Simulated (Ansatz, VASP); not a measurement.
# Two plane-wave programs on GaSb

```
CELL_PARAMETERS angstrom
0.00000 3.32313 2.59205
3.32313 0.00000 2.59205
3.32313 3.32313 0.00000
ATOMIC_POSITIONS crystal
Ga 0.00000 0.00000 0.00000
Sb 0.75000 0.75000 0.75000
```

Alike in both runs: task single point; functional PBE; k mesh 16 × 16 × 16; occupations gaussian, width 0.15 eV; no spin polarisation.

```csv
,VASP,Ansatz
version,VASP 6.6.1,Ansatz 0.2.0
potentials or method,"VASP PAW PBE potentials, release 64 (Ga_d, Sb), cutoff 520 eV","scalar-relativistic, plane waves, PAW"
valence electrons in the cell,18,28
```

Ansatz gave:

```
gap on the k mesh at the Fermi level (eV)                     : none
pressure (GPa)                                                : 1.4
traceless stress, the component that is largest in VASP (GPa) : 3.34
```

What did VASP give for the same quantities?

gap on the k mesh at the Fermi level (eV): none; pressure (GPa): 1.4; traceless stress, the component that is largest in VASP (GPa): 3.31.

A gap of «none» marks a metal or a gap that the smearing closes. VASP's potentials hold 18 valence electrons a cell and Ansatz's 28, so a difference there can come from the potentials and not from the codes.

Neither program's run includes spin-orbit coupling.
